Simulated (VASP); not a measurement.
**InP: single point with LDA**

Crystal: InP.

```
In P
1.0
     0.00000    2.74728    2.91923
     2.91923    0.00000    2.91923
     2.91923    2.74728    0.00000
In P
1 1
Direct
  0.00000 0.00000 0.00000
  0.75000 0.75000 0.75000
```

This cell differs from its parent crystal: volume 23.412 Å^3 an atom, c/a of the conventional cell 0.9411.

```
Program                : VASP 6.6.1
Task                   : single point
Functional             : LDA
Potentials or basis    : VASP PAW LDA potentials, release 64 (In_d, P)
Cutoff                 : 520 eV
k mesh                 : 12 × 12 × 12
Occupations            : gaussian, width 0.05 eV
Spin                   : no spin polarisation
Dipole correction      : no
Further INCAR settings : ALGO = Normal; EDIFF = 1e-06; NBANDS = 16
```

```yaml
Pressure: 4.3 GPa
Band_gap_on_the_k_mesh: 0.71 eV, direct
```

Stress tensor (GPa, compression positive):
```
3.59 0.00 0.00
0.00 5.76 0.00
0.00 0.00 3.59
```

Levels at points of the mesh, in eV from the valence-band top:
```tsv
k point	band 6	band 7	band 8	band 9	band 10	band 11	band 12	band 13
(0.00, 0.00, 0.00)	-12.24	-0.28	-0.28	0.00	0.71	3.74	3.82	3.82
(0.50, 0.00, 0.00)	-10.23	-6.41	-1.48	-1.08	1.26	4.30	4.83	6.88
(0.50, 0.50, 0.00)	-9.57	-6.50	-2.68	-2.64	1.42	2.13	9.03	9.41
(0.50, 0.00, 0.50)	-9.32	-6.09	-3.03	-3.03	1.07	1.55	9.68	9.69
```

It took 59 s on 1 thread of Intel(R) Xeon(R) 6975P-C (Granite Rapids) (shared host), peak memory 0.23 GiB.

Caveat: spin-orbit coupling is left out, which moves the levels of the heavy elements. A k mesh can miss the band edges.
